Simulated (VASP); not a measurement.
Write the native input for VASP 6.6.1 that does the following.

| Item | Value |
| --- | --- |
| Task | single point |
| Functional | PBEsol |
| Potentials or basis | VASP PAW PBE potentials, release 64 (Al, N) |
| Cutoff | 600 eV |
| k mesh | 4 × 4 × 4 |
| Occupations | gaussian, width 0.02 eV |
| Spin | no spin polarisation |
| Dipole correction | no |
| Further INCAR settings | ALGO = Normal; EDIFF = 1e-06; NBANDS = 11 |

The structure of AlN (series) lies in POSCAR:

```
AlN
1.0
    0.0000000000      2.0345180000      2.0345180000
    2.0345180000      0.0000000000      2.0345180000
    2.0345180000      2.0345180000      0.0000000000
Al N
1 1
Direct
    0.5000000000      0.5000000000      0.5000000000
    0.0000000000      0.0000000000      0.0000000000
```

These files were run (other wordings do the same):

INCAR

```
SYSTEM = AlN
PREC = Accurate
ENCUT = 600
EDIFF = 1E-6
ISMEAR = 0
SIGMA = 0.02
LREAL = .FALSE.
LASPH = .TRUE.
NELM = 120
ALGO = Normal
ISIF = 2
LWAVE = .FALSE.
LCHARG = .FALSE.
GGA = PS
NBANDS = 11
GGA_COMPAT = .FALSE.
```

KPOINTS

```
regular mesh
0
G
  4 4 4
  0 0 0
```

Potentials or basis: VASP PAW PBE potentials, release 64 (Al, N).

The run is started by

```sh
$ cat potpaw_PBE.64/Al/POTCAR potpaw_PBE.64/N/POTCAR > POTCAR
$ mpirun -np 1 vasp_std > vasp.out
```

It gave:

```json
{
  "Pressure": "-4.7 GPa",
  "Band gap on the k mesh": "4.32 eV, indirect (least direct gap 5.38 eV)"
}
```

Caveat: the k points lie up to 0.67 Å⁻¹ apart; the PAW data sets were made with another functional, which shifts forces and pressure a little.

Wall time 3.3 s on 1 thread of Intel Xeon 8259CL, on a shared host, peak memory 0.13 GiB.
